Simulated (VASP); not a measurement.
# MgS in VASP: notebook

The runs below take MgS through single point, relaxation of cell and atoms, with PBEsol.

Program: VASP 6.6.1. These are calculated values, not measurements. Logs are shortened: lines on timing, memory, paths and dates and some standing lists are left out, and cuts for length are marked.

### 1 The cell of the first run

Symmetry: F-43m, No. 216, cubic system. Conventional cell: a = 5.652 Å, b = 5.652 Å, c = 5.652 Å, α = 90.00°, β = 90.00°, γ = 90.00°. Mg (site symmetry -43m) has 4 S at 2.45 Å within 3.2 Å. Within 3.2 Å of S (site symmetry -43m) lie 4 Mg at 2.45 Å.

### 2 Single point, PBEsol

File INCAR:

```
SYSTEM = MgS
  PREC = Accurate
  ENCUT = 520
  EDIFF = 1E-6
  ISMEAR = -1
  SIGMA = 0.03
  LREAL = .FALSE.
  LASPH = .TRUE.
  NELM = 60
  ALGO = Normal
  ISIF = 2
  LWAVE = .FALSE.
  LCHARG = .TRUE.
  GGA = PS
  LELF = .TRUE.
  LVHAR = .TRUE.
  NBANDS = 11
```

File KPOINTS:

```
regular mesh
0
G
  6 6 6
  0 0 0
```

File POSCAR:

```
MgS
1.0
    0.0000000000      2.8259309117      2.8259309117
    2.8259309117      0.0000000000      2.8259309117
    2.8259309117      2.8259309117      0.0000000000
Mg S
1 1
Direct
    0.0000000000      0.0000000000      0.0000000000
    0.2500000000      0.2500000000      0.2500000000
```

Potentials or basis: VASP PAW PBE potentials, release 64 (Mg, S).

Command:

```console
cat potpaw_PBE.64/Mg/POTCAR potpaw_PBE.64/S/POTCAR > POTCAR
mpirun -np 1 vasp_std > vasp.out
```

OUTCAR:

```text
SYSTEM = MgS
   PREC = Accurate
   ENCUT = 520
   EDIFF = 1E-6
   ISMEAR = -1
   LREAL = .FALSE.
   LASPH = .TRUE.
   NELM = 60
   ISIF = 2
   GGA = PS

 ion  position               nearest neighbor table
   1  0.000  0.000  0.000-   2 2.45   2 2.45   2 2.45   2 2.45
   2  0.250  0.250  0.250-   1 2.45   1 2.45   1 2.45   1 2.45

  LATTYP: Found a face centered cubic cell.
 ALAT       =     5.6518618234

  Lattice vectors:

 A1 = (   0.0000000000,   2.8259309117,   2.8259309117)
 A2 = (   2.8259309117,   0.0000000000,   2.8259309117)
 A3 = (   2.8259309117,   2.8259309117,   0.0000000000)

Analysis of symmetry for initial positions (statically):
=====================================================================
 Subroutine PRICEL returns:
 Original cell was already a primitive cell.

 Routine SETGRP: Setting up the symmetry group for a
 face centered cubic supercell.

 Subroutine GETGRP returns: Found 24 space group operations
 (whereof 24 operations were pure point group operations)
 out of a pool of 48 trial point group operations.

The static configuration has the point symmetry T_d .

Analysis of symmetry for dynamics (positions and initial velocities):
=====================================================================
 Subroutine PRICEL returns:
 Original cell was already a primitive cell.

 Routine SETGRP: Setting up the symmetry group for a
 face centered cubic supercell.

 Subroutine GETGRP returns: Found 24 space group operations
 (whereof 24 operations were pure point group operations)
 out of a pool of 48 trial point group operations.

The dynamic configuration has the point symmetry T_d .

 Subroutine INISYM returns: Found 24 space group operations
 (whereof 24 operations are pure point group operations),
 and found     1 'primitive' translations

----------------------------------------------------------------------------------------

                                     Primitive cell

  volume of cell :      45.1351

  direct lattice vectors                    reciprocal lattice vectors
     0.000000000  2.825930912  2.825930912    -0.176932846  0.176932846  0.176932846
     2.825930912  0.000000000  2.825930912     0.176932846 -0.176932846  0.176932846
     2.825930912  2.825930912  0.000000000     0.176932846  0.176932846 -0.176932846

  length of vectors
     3.996469822  3.996469822  3.996469822     0.306456680  0.306456680  0.306456680

  position of ions in fractional coordinates (direct lattice)
     0.000000000  0.000000000  0.000000000
     0.250000000  0.250000000  0.250000000

  ion indices of the primitive-cell ions
   primitive index   ion index
                 1           1
                 2           2

----------------------------------------------------------------------------------------

 KPOINTS: regular mesh

Automatic generation of k-mesh.
 Grid dimensions read from file:
 generate k-points for:    6    6    6

 Generating k-lattice:

  Cartesian coordinates                     Fractional coordinates (reciprocal lattice)
    -0.029488808  0.029488808  0.029488808     0.166666667  0.000000000  0.000000000
     0.029488808 -0.029488808  0.029488808     0.000000000  0.166666667  0.000000000
     0.029488808  0.029488808 -0.029488808     0.000000000  0.000000000  0.166666667

  Length of vectors
     0.051076113  0.051076113  0.051076113

  Shift w.r.t. Gamma in fractional coordinates (k-lattice)
     0.000000000  0.000000000  0.000000000

 Subroutine IBZKPT returns following result:
 ===========================================

 Found     16 irreducible k-points:

 Following reciprocal coordinates:
            Coordinates               Weight
  0.000000  0.000000  0.000000      1.000000
  0.166667  0.000000  0.000000      8.000000
  0.333333  0.000000  0.000000      8.000000
  0.500000  0.000000  0.000000      4.000000
  0.166667  0.166667  0.000000      6.000000
  0.333333  0.166667  0.000000     24.000000
[... 8 lines left out ...]
 -0.333333  0.333333  0.166667     24.000000
 -0.333333  0.500000  0.166667     12.000000
   k-points           NKPTS =     16   k-points in BZ     NKDIM =     16   number of bands    NBANDS=     11
   number of dos      NEDOS =    301   number of ions     NIONS =      2
   total plane-waves  NPLWV =  27000
   dimension x,y,z NGX =    30 NGY =   30 NGZ =   30
   dimension x,y,z NGXF=    60 NGYF=   60 NGZF=   60
   ions per type =               1   1
   NGX,Y,Z   is equivalent  to a cutoff of  12.48, 12.48, 12.48 a.u.
   NGXF,Y,Z  is equivalent  to a cutoff of  24.96, 24.96, 24.96 a.u.
 SYSTEM =  MgS
   PREC   = accura    normal or accurate (medium, high low for compatibility)
   ISTART =      0    job   : 0-new  1-cont  2-samecut
   ICHARG =      2    charge: 1-file 2-atom 10-const
   ISPIN  =      1    spin polarized calculation?
   LNONCOLLINEAR =      F non collinear calculations
   LSORBIT =      F    spin-orbit coupling
   LASPH  =      T    aspherical Exc in radial PAW
   ENCUT  =  520.0 eV  38.22 Ry    6.18 a.u.   7.43  7.43  7.43*2*pi/ulx,y,z
   NELM   =     60;   NELMIN=  2; NELMDL= -5     # of ELM steps
   EDIFF  = 0.1E-05   stopping-criterion for ELM
   LREAL  =      F    real-space projection
   EDIFFG = 0.1E-04   stopping-criterion for IOM
   NSW    =      0    number of steps for IOM
   IBRION =     -1    ionic relax: 0-MD 1-quasi-New 2-CG
   NFREE  =      0    steps in history (QN), initial steepest desc. (CG)
   ISIF   =      2    stress and relaxation
   ISYM   =      2    0-nonsym 1-usesym 2-fastsym
   POTIM  = 0.5000    time-step for ionic-motion
   TEBEG  =    0.0;   TEEND  =   0.0 temperature during run
   PSTRESS=    0.0 pullay stress
   NELECT =       8.0000    total number of electrons
   NUPDOWN=      -1.0000    fix difference up-down
   EMIN   =  10.00;   EMAX   =-10.00  energy-range for DOS
   EFERMI =   0.00;   METHOD = LEGACY
   ISMEAR =    -1;   SIGMA  =   0.03  broadening in eV -4-tet -1-fermi 0-gaus
   EFERMI_NEDOS =   21; number of points for ismear=-14 and -15
   IALGO  =     38    algorithm
   IMIX   =      4    mixing-type and parameters
     AMIX     =   0.40;   BMIX     =  1.00
     AMIX_MAG =   1.60;   BMIX_MAG =  1.00
  volume/ion in A,a.u.               =      22.57       152.29
  Fermi-wavevector in a.u.,A,eV,Ry     =   0.919602  1.737796 11.506012  0.845668
  Thomas-Fermi vector in A             =   2.044814
   LORBIT       =      0    0 simple, 1 ext, 2 COOP (PROOUT), +10 PAW based schemes
   GGA     = PS    functional components
   LHFCALC =     F    Hartree Fock is set to
   AEXX    =    0.0000 exact exchange contribution
   IVDW    =     0    specifies the selected vdW correction
   LEPSILON=     F    determine dielectric tensor
   LRPA    =     F    only Hartree local field effects (RPA)
 non-spin polarized calculation
  energy-cutoff  :      520.00
  volume of cell :       45.14
 maximum number of plane-waves:      1243
 NGX is ok and might be reduce to    30
   NGX = 15   NGY = 15   NGZ = 15

 number of electron       8.0000001 magnetization

 Free energy of the ion-electron system (eV)
  ---------------------------------------------------
  ext. energy  EPLUGINS =         0.00000000
  ---------------------------------------------------
  free energy    TOTEN  =        -8.91698785 eV

  energy without entropy =       -8.91698785  energy(sigma->0) =       -8.91698785

 E-fermi :   1.6455     XC(G=0):  -8.5970

 val. band max:        1.0350487174   @ k =   0.0000   0.0000   0.0000
 cond. band min:       4.3566454624   @ k =   0.0000   0.0000   0.0000
 fundamental gap:      3.3215967450
 Fermi energy:         1.6455060456

 k-point     1 :       0.0000    0.0000    0.0000
  band No.  band energies     occupation
      1     -10.2518      2.00000
      2       1.0350      2.00000
      3       1.0350      2.00000
      4       1.0350      2.00000
      5       4.3566      0.00000
      6       8.9208      0.00000
      7       8.9208      0.00000
      8       8.9208      0.00000
      9      11.8294      0.00000
     10      11.8294      0.00000
     11      14.6249      0.00000

 k-point     2 :       0.1667    0.0000    0.0000
  band No.  band energies     occupation
      1     -10.0966      2.00000
      2      -0.0662      2.00000
      3       0.9438      2.00000
      4       0.9438      2.00000
      5       5.3783      0.00000
      6       8.6612      0.00000
      7       9.1740      0.00000
      8       9.1740      0.00000
      9      11.2109      0.00000
     10      11.2109      0.00000
     11      13.6346      0.00000

 k-point     3 :       0.3333    0.0000    0.0000
  band No.  band energies     occupation
      1      -9.7487      2.00000
      2      -1.5466      2.00000
      3       0.7783      2.00000
      4       0.7783      2.00000
      5       6.0714      0.00000
      6       8.8788      0.00000
      7       8.8788      0.00000
      8       9.0943      0.00000
      9      12.1821      0.00000
     10      12.1821      0.00000
     11      13.0008      0.00000

 k-point     4 :       0.5000    0.0000    0.0000
  band No.  band energies     occupation
      1      -9.5502      2.00000
      2      -2.1670      2.00000
      3       0.7028      2.00000
      4       0.7028      2.00000
      5       6.0489      0.00000
      6       8.5833      0.00000
      7       8.5833      0.00000
      8       9.4834      0.00000
      9      13.7835      0.00000
     10      14.2133      0.00000
     11      14.2133      0.00000

 k-point     5 :       0.1667    0.1667    0.0000
  band No.  band energies     occupation
      1     -10.0452      2.00000
      2      -0.0402      2.00000
      3       0.7269      2.00000
      4       0.7269      2.00000
      5       5.7077      0.00000
      6       8.0535      0.00000
      7       9.6582      0.00000
      8       9.6582      0.00000
      9       9.7546      0.00000
     10      12.3011      0.00000
     11      15.6130      0.00000
[... 99 lines left out ...]
 k-point    13 :       0.5000    0.5000    0.0000
  band No.  band energies     occupation
      1      -9.3240      2.00000
      2      -1.8321      2.00000
      3      -0.0202      2.00000
      4      -0.0202      2.00000
      5       4.7402      0.00000
      6       6.5868      0.00000
      7      12.1147      0.00000
      8      13.2381      0.00000
      9      13.2381      0.00000
     10      14.9466      0.00000
     11      14.9532      0.00000

 k-point    14 :       0.5000    0.3333    0.1667
  band No.  band energies     occupation
      1      -9.5112      2.00000
      2      -1.4600      2.00000
      3      -0.3094      2.00000
      4       0.3246      2.00000
      5       6.5800      0.00000
      6       8.0553      0.00000
      7       8.4399      0.00000
      8      10.7722      0.00000
      9      11.6572      0.00000
     10      14.5239      0.00000
     11      15.3568      0.00000

 k-point    15 :      -0.3333    0.3333    0.1667
  band No.  band energies     occupation
      1      -9.3767      2.00000
      2      -1.5628      2.00000
      3      -0.6708      2.00000
      4       0.1163      2.00000
      5       6.6598      0.00000
      6       7.9863      0.00000
      7       9.3936      0.00000
      8      10.2529      0.00000
      9      12.1944      0.00000
     10      14.0044      0.00000
     11      15.2998      0.00000

 k-point    16 :      -0.3333    0.5000    0.1667
  band No.  band energies     occupation
      1      -9.3170      2.00000
      2      -1.5178      2.00000
      3      -0.5612      2.00000
      4      -0.2616      2.00000
      5       5.8607      0.00000
      6       7.8060      0.00000
      7      10.3347      0.00000
      8      10.3757      0.00000
      9      13.4865      0.00000
     10      14.8086      0.00000
     11      14.9203      0.00000

------------------------ aborting loop because EDIFF is reached ----------------------------------------

  FORCE on cell =-STRESS in cart. coord.  units (eV):
  Direction    XX          YY          ZZ          XY          YZ          ZX
  --------------------------------------------------------------------------------------
  -------------------------------------------------------------------------------------
  Total       -0.0258022     -0.0258022     -0.0258022     -0.0000000      0.0000000      0.0000000
  in kB       -0.9159094     -0.9159094     -0.9159094     -0.0000000      0.0000000      0.0000000
  external PRESSURE =      -0.9159094 kB  Pullay stress =       0.0000000 kB

 VOLUME and BASIS-vectors are now :
 -----------------------------------------------------------------------------
  energy-cutoff  :      520.00
  volume of cell :       45.14
      direct lattice vectors                 reciprocal lattice vectors
     0.000000000  2.825930912  2.825930912    -0.176932846  0.176932846  0.176932846
     2.825930912  0.000000000  2.825930912     0.176932846 -0.176932846  0.176932846
     2.825930912  2.825930912  0.000000000     0.176932846  0.176932846 -0.176932846

 POSITION                                       TOTAL-FORCE (eV/Angst)
 -----------------------------------------------------------------------------------
      0.00000      0.00000      0.00000        -0.000000      0.000000      0.000000
      1.41297      1.41297      1.41297         0.000000     -0.000000     -0.000000
 -----------------------------------------------------------------------------------
    total drift:                                0.000000      0.000000      0.000000

  FREE ENERGIE OF THE ION-ELECTRON SYSTEM (eV)
  ---------------------------------------------------
  free  energy   TOTEN  =        -8.9169878512 eV

  energy  without entropy=       -8.9169878512  energy(sigma->0) =       -8.91698785
```

Run time: 20 s. Hardware: 1 thread of Intel Xeon 8259CL, shared host; peak memory 0.16 GiB.

What came out:

| Quantity | Value |
| --- | --- |
| Free energy | -8.9170 eV |
| Pressure | -0.1 GPa |
| Band gap on the k mesh | 3.32 eV |

Levels at points of the mesh, in eV from the valence-band top:
```
           k point  band 1  band 2  band 3  band 4  band 5  band 6  band 7  band 8
(0.00, 0.00, 0.00)  -11.29    0.00    0.00    0.00    3.32    7.89    7.89    7.89
(0.50, 0.00, 0.00)  -10.59   -3.20   -0.33   -0.33    5.01    7.55    7.55    8.45
(0.50, 0.50, 0.00)  -10.36   -2.87   -1.06   -1.06    3.71    5.55   11.08   12.20
```

Caveat: the PAW data sets were made with another functional, which shifts forces and pressure a little. A k mesh can miss the band edges.

### 3 Relaxation of cell and atoms, PBEsol

This run uses another cell than the first one, of 19.87 Å³/atom.

File INCAR:

```
SYSTEM = MgS
ALGO = Normal
EDIFF = 1E-7
EDIFFG = -0.01
ENCUT = 600
GGA = PS
IBRION = 2
ISIF = 3
ISMEAR = -1
LASPH = .TRUE.
LCHARG = .FALSE.
LREAL = .FALSE.
LWAVE = .FALSE.
NELM = 100
NSW = 100
PREC = Accurate
SIGMA = 0.03
```

File KPOINTS:

```
k-points
0
G
  6 6 6
  0 0 0
```

File POSCAR:

```
MgS
1.0
    0.0000000000      2.7085810529      2.7085810529
    2.7085810529      0.0000000000      2.7085810529
    2.7085810529      2.7085810529      0.0000000000
Mg S
1 1
Direct
    0.0000000000      0.0000000000      0.0000000000
    0.2500000000      0.2500000000      0.2500000000
```

Potentials or basis: VASP PAW PBE potentials, release 64 (Mg, S).

Command:

```console
cat potpaw_PBE.64/Mg/POTCAR potpaw_PBE.64/S/POTCAR > POTCAR
mpirun -np 1 vasp_std > vasp.out
```

Wall time 28 s (1 thread of Intel Xeon 8259CL, shared host); peak memory 0.18 GiB.

The run converged. Its results:

- Free energy: -8.9169 eV
- Relaxed volume: 22.52 Å³/atom
- Relaxed cell: a = 3.994 Å, b = 3.994 Å, c = 3.994 Å, α = 60.00°, β = 60.00°, γ = 60.00°
- Space group after relaxing (to 0.1 Å): F-43m (No. 216)
- Energy gained by relaxing: 71.2 meV/atom
- Ionic steps: 3
- Pressure after relaxing: 0.0 GPa
- Band gap on the k mesh: 3.33 eV

The path:
| step | energy change (eV) | largest force (eV/Å) | pressure (GPa) | volume (Å³) |
| --- | --- | --- | --- | --- |
| 1 | 0.0000 | 0.0000 | 9.53 | 39.74 |
| 2 | -0.1293 | 0.0000 | -2.18 | 46.94 |
| 3 | -0.1425 | 0.0000 | 0.05 | 45.04 |

Final structure:
```yaml
crystal:
  lattice:
    - [0.00000, 2.82395, 2.82395]
    - [2.82395, 0.00000, 2.82395]
    - [2.82395, 2.82395, 0.00000]
  atoms:
    - { symbol: Mg, position: [0.00000, 0.00000, 0.00000] }
    - { symbol: S, position: [0.25000, 0.25000, 0.25000] }
```

Levels at points of the mesh, in eV from the valence-band top:
```csv
k point,band 1,band 2,band 3,band 4,band 5,band 6,band 7,band 8
"(0.00, 0.00, 0.00)",-11.29,0.00,0.00,0.00,3.33,7.89,7.89,7.89
"(0.50, 0.00, 0.00)",-10.59,-3.21,-0.33,-0.33,5.02,7.55,7.55,8.46
"(0.50, 0.50, 0.00)",-10.36,-2.87,-1.06,-1.06,3.70,5.55,11.10,12.22
```

Caveat: the PAW data sets were made with another functional, which shifts forces and pressure a little.

[end of part 1 of 2]
